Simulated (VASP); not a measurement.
The system is Sc3H2.

```
Sc H
1.0
     2.82834    1.63294    5.14800
    -2.82834    1.63294    5.14800
     0.00000   -3.26588    5.14800
Sc H
6 4
Direct
  0.05625 0.44375 0.75000
  0.75000 0.05625 0.44375
  0.44375 0.75000 0.05625
  0.94375 0.55625 0.25000
  0.25000 0.94375 0.55625
  0.55625 0.25000 0.94375
  0.85218 0.85218 0.85218
  0.64782 0.64782 0.64782
  0.14782 0.14782 0.14782
  0.35218 0.35218 0.35218
```

* Program: VASP 6.6.1
* Task: relaxation of cell and atoms
* Functional: PBE
* Potentials or basis: VASP PAW PBE potentials, release 64 (Sc_sv, H)
* Cutoff: 600 eV
* k mesh: 6 × 6 × 6
* Occupations: gaussian, width 0.1 eV
* Spin: no spin polarisation

At the start: pressure 3.2 GPa; volume 14.27 Å³/atom.

**Question.** How do energy, volume and symmetry change on relaxing?

**Answer.** Over 10 steps the energy falls by 112.3 meV/atom and the volume is 14.59 Å³/atom (+2.3 %); space group R-3c (No. 167, to 0.05 Å).

The path:
| step | energy change (eV) | largest force (eV/Å) | pressure (GPa) | volume (Å³) |
| --- | --- | --- | --- | --- |
| 1 | 0.0000 | 1.3026 | 3.25 | 142.66 |
| 2 | -0.5901 | 0.6663 | -0.42 | 148.68 |
| 3 | -0.7720 | 0.5064 | -3.13 | 154.31 |
| 4 | -0.9418 | 0.4522 | -0.53 | 147.99 |
| 5 | -0.9711 | 0.4153 | 1.33 | 144.15 |
| 6 | -1.0373 | 0.3044 | 0.81 | 144.96 |
| 7 | -1.0915 | 0.2216 | -0.04 | 146.40 |
| 8 | -1.0924 | 0.2339 | -0.16 | 146.62 |
| 9 | -1.1162 | 0.1134 | 0.03 | 146.22 |
| 10 | -1.1226 | 0.0118 | 0.24 | 145.90 |

Final structure:
```xyz
10
Lattice="2.8839 1.6650 5.0642 -2.8839 1.6650 5.0642 0.0000 -3.3300 5.0642" Properties=species:S:1:pos:R:3 pbc="T T T"
Sc   -0.9618   -1.6650    6.3303
Sc    1.9229   -0.0005    6.3303
Sc   -0.9610    1.6655    6.3303
Sc    0.9618    1.6650    8.8624
Sc   -1.9229    0.0005    8.8624
Sc    0.9610   -1.6655    8.8624
H     0.0000    0.0000   12.6548
H     0.0000    0.0000   10.1342
H     0.0000    0.0000    2.5379
H     0.0000    0.0000    5.0585
```
